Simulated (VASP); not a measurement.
# Be16F (a cell with a defect) in VASP: further runs, part 2 of 2

VASP 6.6.1.

### Step 3. Single point, PBEsol

INCAR reads:

```
SYSTEM = Be16F
PREC = Accurate
ENCUT = 520
EDIFF = 1E-6
ISMEAR = 0
SIGMA = 0.15
LREAL = Auto
LASPH = .TRUE.
NELM = 100
ALGO = Normal
ISIF = 2
LWAVE = .FALSE.
LCHARG = .FALSE.
GGA = PS
NBANDS = 34
```

KPOINTS reads:

```
Automatic mesh
0
G
  5 6 4
  0 0 0
```

POSCAR reads:

```
Be16F
1.0
   -2.2900000000     -3.9663960000      0.0000000000
    3.4350000000     -1.9831980000      0.0000000000
    0.0000000000      0.0000000000      7.1768600000
Be F
16 1
Direct
    0.7239875510      0.5089452056      0.0029017075
    0.5064555204      0.3285075264      0.2539395388
    0.7500422629      0.5046312616      0.4902711976
    0.5409251171      0.3284427751      0.7338137315
    0.5409823885      0.0053602176      0.0165887326
    0.2651085458      0.8353934570      0.2548342530
    0.5064348672      0.0054839469      0.4965666602
    0.2809360327      0.8248944691      0.7385851842
    0.2807458079      0.5085204353      0.0119004487
   -0.0005739896      0.3361859494      0.2480677159
    0.2650072697      0.4986490803      0.4956589588
   -0.0043253611      0.4270325349      0.7256164892
   -0.0046338478     -0.0938595159      0.0250312209
    0.7499305470      0.8293419820      0.2602918832
   -0.0006182820     -0.0022240373      0.5025109032
    0.7241786339      0.8246364295      0.7475656856
    0.1240650465      0.1666229525      0.8754267993
```

Potentials or basis: VASP PAW PBE potentials, release 64 (Be, F).

Launch:

```bash
$ cat potpaw_PBE.64/Be/POTCAR potpaw_PBE.64/F/POTCAR > POTCAR
$ mpirun -np 1 vasp_std > vasp.out
```

OUTCAR:

```text
SYSTEM = Be16F
   PREC = Accurate
   ENCUT = 520
   EDIFF = 1E-6
   ISMEAR = 0
   LREAL = Auto
   LASPH = .TRUE.
   NELM = 100
   ISIF = 2
   GGA = PS

 ion  position               nearest neighbor table
   1  0.724  0.509  0.003-  13 2.01   9 2.03   5 2.14   5 2.17   2 2.18  16 2.22   4 2.22  14 2.25
                            10 2.27  12 2.37
   2  0.506  0.329  0.254-   5 2.14   9 2.14   3 2.15   7 2.16  11 2.17   1 2.18   6 2.25  10 2.26
                            14 2.27  14 2.28   6 2.29  10 2.32
   3  0.750  0.505  0.490-  12 2.05  14 2.09   4 2.11   2 2.15  10 2.18  11 2.22  16 2.24  15 2.27
                             7 2.27   7 2.28  15 2.31  11 2.36
   4  0.541  0.328  0.734-   3 2.11  12 2.12   7 2.14  16 2.14  16 2.17   1 2.22  11 2.23   8 2.30
                             8 2.33
   5  0.541  0.005  0.017-  14 2.11  13 2.12   2 2.14   1 2.14   1 2.17  16 2.22   6 2.23   9 2.30
                             9 2.32
   6  0.265  0.835  0.255-  13 2.08   7 2.16   9 2.17  11 2.18  14 2.22   5 2.23   2 2.25  15 2.25
                             2 2.29  10 2.32  10 2.33  14 2.36
   7  0.506  0.005  0.497-   4 2.14   8 2.14  14 2.15   2 2.16   6 2.16  16 2.18  11 2.25  15 2.26
                             3 2.27   3 2.28  11 2.29  15 2.32
   8  0.281  0.825  0.739-  17 1.82  16 2.03  12 2.05   7 2.14  11 2.17  15 2.24   4 2.30   4 2.33
                             9 2.33
   9  0.281  0.509  0.012-  17 1.82   1 2.03  13 2.05   2 2.14   6 2.17  10 2.24   5 2.30   5 2.32
[... 9 lines left out ...]
  14  0.750  0.829  0.260-  13 2.05   3 2.09   5 2.11   7 2.15  15 2.18   6 2.22   1 2.25  10 2.27
                             2 2.27   2 2.28  10 2.31   6 2.36
  15  0.999  0.998  0.503-  14 2.18   8 2.24   6 2.25   7 2.26  10 2.27   3 2.27  16 2.27   3 2.31
                             7 2.32  11 2.32  11 2.33  12 2.34
  16  0.724  0.825  0.748-  12 2.01   8 2.03   4 2.14   4 2.17   7 2.18   1 2.22   5 2.22   3 2.24
                            15 2.27  13 2.37
  17  0.124  0.167  0.875-  13 1.60  12 1.60   9 1.82   8 1.82

  LATTYP: Found a simple orthorhombic cell.
 ALAT       =     3.9663962620
 B/A-ratio  =     1.1547004875
 C/A-ratio  =     1.8094157835

  Lattice vectors:

 A1 = (  -3.4350000000,   1.9831980000,   0.0000000000)
 A2 = (  -2.2900000000,  -3.9663960000,   0.0000000000)
[... 187 lines left out ...]
   LEPSILON=     F    determine dielectric tensor
   LRPA    =     F    only Hartree local field effects (RPA)
 non-spin polarized calculation
 Gauss-broadening in eV      SIGMA  =   0.15
  energy-cutoff  :      520.00
  volume of cell :      130.38
 maximum number of plane-waves:      3532
 NGX is ok and might be reduce to    36
   NGX = 17   NGY = 15   NGZ = 27

 number of electron      39.0000004 magnetization

 Free energy of the ion-electron system (eV)
  ---------------------------------------------------
  ext. energy  EPLUGINS =         0.00000000
  ---------------------------------------------------
  free energy    TOTEN  =       -65.54054104 eV

  energy without entropy =      -65.52871492  energy(sigma->0) =      -65.53462798

 E-fermi :   7.1247     XC(G=0): -10.7712

 val. band max:        7.1124737793   @ k =   0.2000   0.0000   0.0000
 cond. band min:       7.1312105499   @ k =   0.4000   0.0000   0.0000
 fundamental gap:      0.0187367706
 Fermi energy:         7.1247004789

 k-point     1 :       0.0000    0.0000    0.0000
  band No.  band energies     occupation
      1     -21.2756      2.00000
      2      -4.2198      2.00000
      3      -3.7349      2.00000
      4      -3.6435      2.00000
      5      -3.2830      2.00000
      6      -1.2428      2.00000
[... 805 lines left out ...]
     30      12.3618      0.00000
     31      12.7448      0.00000

 [... further k-points ...]

 [bands above 31 left out]

------------------------ aborting loop because EDIFF is reached ----------------------------------------

  FORCE on cell =-STRESS in cart. coord.  units (eV):
  Direction    XX          YY          ZZ          XY          YZ          ZX
  --------------------------------------------------------------------------------------
  -------------------------------------------------------------------------------------
  Total        7.6400426     11.2170925      6.5505978      3.0691987      0.7395681     -1.2606725
  in kB       93.8880541    137.8462193     80.4999286     37.7172099      9.0885105    -15.4923331
  external PRESSURE =     104.0780673 kB  Pullay stress =       0.0000000 kB

 VOLUME and BASIS-vectors are now :
 -----------------------------------------------------------------------------
  energy-cutoff  :      520.00
  volume of cell :      130.38
      direct lattice vectors                 reciprocal lattice vectors
    -2.290000000 -3.966396000  0.000000000    -0.109170306 -0.189088533  0.000000000
     3.435000000 -1.983198000  0.000000000     0.218340611 -0.126059022  0.000000000
     0.000000000  0.000000000  7.176860000     0.000000000  0.000000000  0.139336702

 POSITION                                       TOTAL-FORCE (eV/Angst)
 -----------------------------------------------------------------------------------
      0.09030     -3.88096      0.02083        -0.005328     -0.008831     -0.003258
     -0.03136     -2.66030      1.82249        -0.011401      0.008974      0.016139
      0.01581     -3.97575      3.51861        -0.005094     -0.001807     -0.007226
     -0.11052     -2.79689      5.26648        -0.011578      0.006609      0.017831
     -1.22044     -2.15638      0.11906         0.009125     -0.000984     -0.012135
      2.26248     -2.70828      1.82891         0.007713      0.004031      0.017735
[... 9 lines left out ...]
      1.17426     -4.50780      5.36517        -0.001816     -0.012745      0.003088
      0.28824     -0.82254      6.28282        -0.012438     -0.028983     -0.004291
 -----------------------------------------------------------------------------------
    total drift:                                0.000675     -0.001105      0.000582

  FREE ENERGIE OF THE ION-ELECTRON SYSTEM (eV)
  ---------------------------------------------------
  free  energy   TOTEN  =       -65.5405410398 eV

  energy  without entropy=      -65.5287149229  energy(sigma->0) =      -65.53462798
```

OSZICAR:

```text
N       E                     dE             d eps       ncg     rms          rms(c)
DAV:   1     0.815679476007E+02    0.81568E+02   -0.15995E+04  4216   0.987E+02
DAV:   2    -0.586189283754E+02   -0.14019E+03   -0.13247E+03  5424   0.206E+02
DAV:   3    -0.669512488469E+02   -0.83323E+01   -0.82059E+01  5512   0.447E+01
DAV:   4    -0.670391364000E+02   -0.87888E-01   -0.87732E-01  5248   0.512E+00
DAV:   5    -0.670399373293E+02   -0.80093E-03   -0.80053E-03  5556   0.431E-01    0.512E+00
DAV:   6    -0.658289940150E+02    0.12109E+01   -0.11955E+00  5182   0.569E+00    0.293E+00
DAV:   7    -0.655557377047E+02    0.27326E+00   -0.69252E-01  5476   0.377E+00    0.105E+00
DAV:   8    -0.655416998343E+02    0.14038E-01   -0.62797E-02  5310   0.134E+00    0.380E-01
DAV:   9    -0.655406264695E+02    0.10734E-02   -0.32327E-03  5584   0.305E-01    0.107E-01
DAV:  10    -0.655405520214E+02    0.74448E-04   -0.63527E-04  5018   0.144E-01    0.327E-02
DAV:  11    -0.655405417182E+02    0.10303E-04   -0.54854E-05  5360   0.496E-02    0.139E-02
DAV:  12    -0.655405419622E+02   -0.24410E-06   -0.45114E-05  4996   0.425E-02    0.865E-03
DAV:  13    -0.655405410398E+02    0.92242E-06   -0.76843E-06  4832   0.207E-02
   1 F= -.65540541E+02 E0= -.65534628E+02  d E =-.118261E-01
```

Wall time 2.7 min (1 thread of Intel Xeon 6975P-C (Granite Rapids), shared host); peak memory 0.34 GiB.

Results:

| Quantity | Value |
| --- | --- |
| Free energy | -65.5405 eV |
| Pressure | 10.4 GPa |
| Largest force | 0.049 eV/Å |

Forces in eV/Å, atoms in the order of the input:
```
Be  -0.005 -0.009 -0.003
Be  -0.011  0.009  0.016
Be  -0.005 -0.002 -0.007
Be  -0.012  0.007  0.018
Be   0.009 -0.001 -0.012
Be   0.008  0.004  0.018
Be   0.009 -0.003 -0.016
Be   0.017 -0.002  0.008
Be  -0.009  0.008 -0.006
Be  -0.005  0.000 -0.005
Be  -0.007  0.008 -0.017
Be   0.038  0.011 -0.028
Be  -0.011  0.025  0.025
Be  -0.001 -0.005  0.008
Be   0.000 -0.008  0.003
Be  -0.002 -0.013  0.003
F   -0.012 -0.029 -0.004
```

Stress tensor (GPa, compression positive):
```
 9.39  3.77 -1.55
 3.77 13.78  0.91
-1.55  0.91  8.05
```

Levels at points of the mesh, in eV from the Fermi level:
```tsv
k point	band 17	band 18	band 19	band 20	band 21	band 22	band 23	band 24
(0.00, 0.00, 0.00)	-2.23	-1.92	0.46	0.91	1.25	1.47	1.97	2.17
(0.00, 0.50, 0.00)	-2.54	-2.17	-1.91	-1.01	1.25	1.43	1.86	2.45
(0.00, 0.00, 0.50)	-1.58	-1.04	-0.82	-0.71	2.04	2.28	2.32	2.48
(0.00, 0.50, 0.50)	-2.92	-2.67	-2.26	-1.18	2.29	2.47	2.54	2.83
```

Caveat: the PAW data sets were made with another functional, which shifts forces and pressure a little; an odd number of electrons without spin polarisation forces a metal; a magnetic or distorted state may lie lower.
